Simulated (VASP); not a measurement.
# Cd (P6_3/mmc) in VASP: single point with LDA

Aim: the single point of Cd with LDA.

Everything below comes from runs of VASP 6.6.1. Logs are shortened: lines on timing, memory, paths and dates and some standing lists are left out, and cuts for length are marked.

### 1 The cell of the first run

Symmetry: P6_3/mmc, No. 194, hexagonal system. The conventional cell has a = 2.897 Å, b = 2.897 Å, c = 5.531 Å, α = 90.00°, β = 90.00°, γ = 120.00°. Within 3.8 Å of Cd (site symmetry -6m2) lie 12 Cd at 2.90 to 3.23 Å.

### 2 Single point, LDA

Contents of INCAR:

```
SYSTEM = Cd
  PREC = Accurate
  ENCUT = 540
  EDIFF = 1E-6
  ISMEAR = -1
  SIGMA = 0.05
  LREAL = .False.
  LASPH = .True.
  NELM = 120
  ALGO = Normal
  ISIF = 2
  LWAVE = .False.
  LCHARG = .True.
  GGA = CA
  LELF = .True.
  LVHAR = .True.
  NBANDS = 27
  GGA_COMPAT = .False.
```

Contents of KPOINTS:

```
regular mesh
0
Gamma
  18 18 8
  0 0 0
```

Contents of POSCAR:

```
Cd
1.0
    2.8968943067      0.0000000000      0.0000000000
   -1.4484471533      2.5087840617      0.0000000000
    0.0000000000      0.0000000000      5.5314324675
Cd
2
Direct
    0.3333333333      0.6666666667      0.2500000000
    0.6666666667      0.3333333333      0.7500000000
```

Potentials or basis: VASP PAW LDA potentials, release 64 (Cd_sv_GW).

Run with:

```bash
cat potpaw_LDA.64/Cd_sv_GW/POTCAR > POTCAR
mpirun -np 1 vasp_std > vasp.out
```

OUTCAR:

```text
SYSTEM = Cd
   PREC = Accurate
   ENCUT = 540
   EDIFF = 1E-6
   ISMEAR = -1
   LREAL = .False.
   LASPH = .True.
   NELM = 120
   ISIF = 2
   GGA = CA

 ion  position               nearest neighbor table
   1  0.333  0.667  0.250-
   2  0.667  0.333  0.750-

  LATTYP: Found a hexagonal cell.
 ALAT       =     2.8968943067
 C/A-ratio  =     1.9094353752

  Lattice vectors:

 A1 = (   2.8968943067,   0.0000000000,   0.0000000000)
 A2 = (  -1.4484471533,   2.5087840617,   0.0000000000)
 A3 = (   0.0000000000,   0.0000000000,   5.5314324675)

Analysis of symmetry for initial positions (statically):
=====================================================================
 Subroutine PRICEL returns:
 Original cell was already a primitive cell.

 Routine SETGRP: Setting up the symmetry group for a
 hexagonal supercell.

 Subroutine GETGRP returns: Found 24 space group operations
 (whereof 12 operations were pure point group operations)
 out of a pool of 24 trial point group operations.

The static configuration has the point symmetry D_3d.
 The point group associated with its full space group is D_6h.

Analysis of symmetry for dynamics (positions and initial velocities):
=====================================================================
 Subroutine PRICEL returns:
 Original cell was already a primitive cell.

 Routine SETGRP: Setting up the symmetry group for a
 hexagonal supercell.

 Subroutine GETGRP returns: Found 24 space group operations
 (whereof 12 operations were pure point group operations)
 out of a pool of 24 trial point group operations.

The dynamic configuration has the point symmetry D_3d.
 The point group associated with its full space group is D_6h.

 Subroutine INISYM returns: Found 24 space group operations
 (whereof 12 operations are pure point group operations),
 and found     1 'primitive' translations

----------------------------------------------------------------------------------------

                                     Primitive cell

  volume of cell :      40.2007

  direct lattice vectors                    reciprocal lattice vectors
     2.896894307  0.000000000  0.000000000     0.345197268  0.199299736  0.000000000
    -1.448447153  2.508784062  0.000000000     0.000000000  0.398599471  0.000000000
     0.000000000  0.000000000  5.531432468     0.000000000  0.000000000  0.180784997

  length of vectors
     2.896894307  2.896894307  5.531432468     0.398599471  0.398599471  0.180784997

  position of ions in fractional coordinates (direct lattice)
     0.333333333  0.666666667  0.250000000
     0.666666667  0.333333333  0.750000000

  ion indices of the primitive-cell ions
   primitive index   ion index
                 1           1
                 2           2

----------------------------------------------------------------------------------------

 KPOINTS: regular mesh

Automatic generation of k-mesh.
 Grid dimensions read from file:
 generate k-points for:   18   18    8

 Generating k-lattice:

  Cartesian coordinates                     Fractional coordinates (reciprocal lattice)
     0.019177626  0.011072208  0.000000000     0.055555556  0.000000000  0.000000000
     0.000000000  0.022144415  0.000000000     0.000000000  0.055555556  0.000000000
     0.000000000  0.000000000  0.022598125     0.000000000  0.000000000  0.125000000

  Length of vectors
     0.022144415  0.022144415  0.022598125

  Shift w.r.t. Gamma in fractional coordinates (k-lattice)
     0.000000000  0.000000000  0.000000000

 Subroutine IBZKPT returns following result:
 ===========================================

 Found    185 irreducible k-points:

 Following reciprocal coordinates:
            Coordinates               Weight
  0.000000  0.000000  0.000000      1.000000
  0.055556 -0.000000  0.000000      6.000000
  0.111111 -0.000000  0.000000      6.000000
  0.166667  0.000000  0.000000      6.000000
  0.222222 -0.000000  0.000000      6.000000
  0.277778 -0.000000  0.000000      6.000000
[... 16 lines left out ...]
  0.333333  0.111111  0.000000     12.000000
  0.388889  0.111111  0.000000     12.000000
 [... further k-points ...]
   k-points           NKPTS =    185   k-points in BZ     NKDIM =    185   number of bands    NBANDS=     27
   number of dos      NEDOS =    301   number of ions     NIONS =      2
   total plane-waves  NPLWV =  24192
   dimension x,y,z NGX =    24 NGY =   24 NGZ =   42
   dimension x,y,z NGXF=    48 NGYF=   48 NGZF=   84
   ions per type =               2
   NGX,Y,Z   is equivalent  to a cutoff of  13.77, 13.77, 12.62 a.u.
   NGXF,Y,Z  is equivalent  to a cutoff of  27.55, 27.55, 25.25 a.u.
 SYSTEM =  Cd
   PREC   = accura    normal or accurate (medium, high low for compatibility)
   ISTART =      0    job   : 0-new  1-cont  2-samecut
   ICHARG =      2    charge: 1-file 2-atom 10-const
   ISPIN  =      1    spin polarized calculation?
   LNONCOLLINEAR =      F non collinear calculations
   LSORBIT =      F    spin-orbit coupling
   LASPH  =      T    aspherical Exc in radial PAW
   ENCUT  =  540.0 eV  39.69 Ry    6.30 a.u.   5.49  5.49 10.48*2*pi/ulx,y,z
   NELM   =    120;   NELMIN=  2; NELMDL= -5     # of ELM steps
   EDIFF  = 0.1E-05   stopping-criterion for ELM
   LREAL  =      F    real-space projection
   EDIFFG = 0.1E-04   stopping-criterion for IOM
   NSW    =      0    number of steps for IOM
   IBRION =     -1    ionic relax: 0-MD 1-quasi-New 2-CG
   NFREE  =      0    steps in history (QN), initial steepest desc. (CG)
   ISIF   =      2    stress and relaxation
   ISYM   =      2    0-nonsym 1-usesym 2-fastsym
   POTIM  = 0.5000    time-step for ionic-motion
   TEBEG  =    0.0;   TEEND  =   0.0 temperature during run
   PSTRESS=    0.0 pullay stress
   NELECT =      40.0000    total number of electrons
   NUPDOWN=      -1.0000    fix difference up-down
   EMIN   =  10.00;   EMAX   =-10.00  energy-range for DOS
   EFERMI =   0.00;   METHOD = LEGACY
   ISMEAR =    -1;   SIGMA  =   0.05  broadening in eV -4-tet -1-fermi 0-gaus
   EFERMI_NEDOS =   21; number of points for ismear=-14 and -15
   IALGO  =     38    algorithm
   IMIX   =      4    mixing-type and parameters
     AMIX     =   0.40;   BMIX     =  1.00
     AMIX_MAG =   1.60;   BMIX_MAG =  1.00
  volume/ion in A,a.u.               =      20.10       135.64
  Fermi-wavevector in a.u.,A,eV,Ry     =   1.634370  3.088511 36.343399  2.671164
  Thomas-Fermi vector in A             =   2.726020
   LORBIT       =      0    0 simple, 1 ext, 2 COOP (PROOUT), +10 PAW based schemes
   GGA     = CA    functional components
   LHFCALC =     F    Hartree Fock is set to
   AEXX    =    0.0000 exact exchange contribution
   IVDW    =     0    specifies the selected vdW correction
   LEPSILON=     F    determine dielectric tensor
   LRPA    =     F    only Hartree local field effects (RPA)
 non-spin polarized calculation
  energy-cutoff  :      540.00
  volume of cell :       40.20
 maximum number of plane-waves:      1184
 NGX is ok and might be reduce to    24
   NGX = 11   NGY = 11   NGZ = 21

 number of electron      40.0000018 magnetization

 Free energy of the ion-electron system (eV)
  ---------------------------------------------------
  ext. energy  EPLUGINS =         0.00000000
  ---------------------------------------------------
  free energy    TOTEN  =        -3.06159484 eV

  energy without entropy =       -3.05829390  energy(sigma->0) =       -3.05994437

 E-fermi :   7.0462     XC(G=0): -12.0754

 val. band max:        7.0326967235   @ k =   0.2222   0.0556   0.1250
 cond. band min:       7.0560606395   @ k =   0.3333   0.2778   0.5000
 fundamental gap:      0.0233639160
 Fermi energy:         7.0462429731

 k-point     1 :       0.0000    0.0000    0.0000
  band No.  band energies     occupation
      1     -95.6276      2.00000
      2     -95.6259      2.00000
      3     -57.0116      2.00000
      4     -56.9838      2.00000
      5     -56.9639      2.00000
      6     -56.9639      2.00000
[... 19 lines left out ...]
     26      22.5134      0.00000
     27      22.5136      0.00000

 k-point     2 :       0.0556   -0.0000    0.0000
  band No.  band energies     occupation
      1     -95.6273      2.00000
      2     -95.6258      2.00000
      3     -57.0111      2.00000
      4     -56.9836      2.00000
      5     -56.9663      2.00000
      6     -56.9646      2.00000
[... 19 lines left out ...]
     26      22.3011      0.00000
     27      22.7738      0.00000

 k-point     3 :       0.1111   -0.0000    0.0000
  band No.  band energies     occupation
      1     -95.6267      2.00000
      2     -95.6253      2.00000
      3     -57.0098      2.00000
      4     -56.9836      2.00000
      5     -56.9731      2.00000
      6     -56.9699      2.00000
[... 19 lines left out ...]
     26      22.1934      0.00000
     27      22.9899      0.00000

 k-point     4 :       0.1667    0.0000    0.0000
  band No.  band energies     occupation
      1     -95.6257      2.00000
      2     -95.6244      2.00000
      3     -57.0079      2.00000
      4     -56.9831      2.00000
      5     -56.9828      2.00000
      6     -56.9798      2.00000
[... 19 lines left out ...]
     26      21.2525      0.00000
     27      21.4920      0.00000
[... 516 lines left out ...]
      4     -57.0179      2.00000
      5     -56.9986      2.00000
      6     -56.9839      2.00000
[... 19 lines left out ...]
     26      19.2345      0.00000
     27      19.4931      0.00000

 k-point    23 :       0.3333    0.1111    0.0000
  band No.  band energies     occupation
      1     -95.6210      2.00000
      2     -95.6203      2.00000
      3     -57.0288      2.00000
      4     -57.0264      2.00000
      5     -56.9960      2.00000
      6     -56.9865      2.00000
[... 19 lines left out ...]
     26      18.7101      0.00000
     27      19.1454      0.00000

 k-point    24 :       0.3889    0.1111    0.0000
  band No.  band energies     occupation
      1     -95.6204      2.00000
      2     -95.6198      2.00000
      3     -57.0344      2.00000
      4     -57.0317      2.00000
      5     -56.9937      2.00000
      6     -56.9890      2.00000
[... 19 lines left out ...]
     26      18.3727      0.00000
     27      18.9332      0.00000

 [... further k-points ...]

------------------------ aborting loop because EDIFF is reached ----------------------------------------

  FORCE on cell =-STRESS in cart. coord.  units (eV):
  Direction    XX          YY          ZZ          XY          YZ          ZX
  --------------------------------------------------------------------------------------
  -------------------------------------------------------------------------------------
  Total       -0.5372934     -0.5372934     -0.5835609     -0.0000000      0.0000000      0.0000000
  in kB      -21.4135430    -21.4135430    -23.2575111     -0.0000000      0.0000000      0.0000000
  external PRESSURE =     -22.0281990 kB  Pullay stress =       0.0000000 kB

 VOLUME and BASIS-vectors are now :
 -----------------------------------------------------------------------------
  energy-cutoff  :      540.00
  volume of cell :       40.20
      direct lattice vectors                 reciprocal lattice vectors
     2.896894307  0.000000000  0.000000000     0.345197268  0.199299736  0.000000000
    -1.448447153  2.508784062  0.000000000     0.000000000  0.398599471  0.000000000
     0.000000000  0.000000000  5.531432468     0.000000000  0.000000000  0.180784997

 POSITION                                       TOTAL-FORCE (eV/Angst)
 -----------------------------------------------------------------------------------
     -0.00000      1.67252      1.38286         0.000000     -0.000000      0.000000
      1.44845      0.83626      4.14857        -0.000000      0.000000      0.000000
 -----------------------------------------------------------------------------------
    total drift:                               -0.000000      0.000000      0.000000

  FREE ENERGIE OF THE ION-ELECTRON SYSTEM (eV)
  ---------------------------------------------------
  free  energy   TOTEN  =        -3.0615948431 eV

  energy  without entropy=       -3.0582939007  energy(sigma->0) =       -3.05994437
```

Wall time 71 s (1 thread of Intel Xeon 6975P-C (Granite Rapids), shared host); peak memory 0.3 GiB.

Results:

| Quantity | Value |
| --- | --- |
| Free energy | -3.0616 eV |
| Pressure | -2.2 GPa |
| Band gap on the k mesh | zero (bands 20 and 21 overlap by 4.81 eV) |

Stress tensor (GPa, compression positive):
```
-2.14  0.00  0.00
 0.00 -2.14  0.00
 0.00  0.00 -2.33
```
